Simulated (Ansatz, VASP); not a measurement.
# AlN in VASP and in Ansatz

```
CELL_PARAMETERS angstrom
3.32140 0.00000 0.00000
-1.66070 2.87642 0.00000
0.00000 0.00000 4.26550
ATOMIC_POSITIONS crystal
Al 0.33333 0.66667 0.75000
Al 0.66667 0.33333 0.25000
N 0.33333 0.66667 0.25000
N 0.66667 0.33333 0.75000
```

Alike in both runs: task single point; functional PBEsol; k mesh 9 × 9 × 6; occupations gaussian, width 0.05 eV; no spin polarisation.

```csv
,VASP,Ansatz
version,VASP 6.6.1,Ansatz 0.2.0
potentials or method,"VASP PAW PBE potentials, release 64 (Al, N), cutoff 520 eV","scalar-relativistic, plane waves, PAW"
valence electrons in the cell,16,16
```

```tsv
	VASP	Ansatz	Ansatz less VASP
gap on the k mesh at the Fermi level (eV)	2.97	2.95	-0.012
least direct gap on the mesh (eV)	2.97	2.95	-0.012
pressure (GPa)	-7.7	-7.6	+0.09
traceless stress, the component that is largest in VASP (GPa)	-1.50	-1.47	+0.030
```

VASP's potentials were made for PBE, not for PBEsol.
